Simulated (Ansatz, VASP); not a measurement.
## PtS2: VASP beside Ansatz

```
CELL_PARAMETERS angstrom
3.54153 0.00000 0.00000
-1.77076 3.06705 0.00000
0.00000 0.00000 22.46706
ATOMIC_POSITIONS crystal
S 0.66667 0.33333 0.20029
S 0.33333 0.66667 0.31083
S 0.33333 0.00000 0.47507
S 0.00000 0.33333 0.58562
Pt 0.00000 0.00000 0.25556
Pt 0.66667 0.66667 0.53035
```

Alike in both runs: task single point; functional PBE; dispersion D3(BJ); k mesh 9 × 9 × 1; occupations gaussian, width 0.05 eV; no spin polarisation.

|  | VASP | Ansatz |
| --- | --- | --- |
| version | VASP 6.6.1 | Ansatz 0.2.0 |
| potentials or method | VASP PAW PBE potentials, release 64 (S, Pt), cutoff 520 eV | scalar-relativistic, plane waves, PAW |
| valence electrons in the cell | 44 | 60 |

|  | VASP | Ansatz | Ansatz less VASP |
| --- | --- | --- | --- |
| gap on the k mesh at the Fermi level (eV) | 1.54 | 1.53 | -0.006 |
| least direct gap on the mesh (eV) | 1.63 | 1.62 | -0.006 |
| rms of the force components (eV/Å) | 0.024 | 0.026 | +0.0014 |

VASP's potentials hold 44 valence electrons a cell and Ansatz's 60, so a difference there can come from the potentials and not from the codes.

Spin-orbit coupling is off throughout.
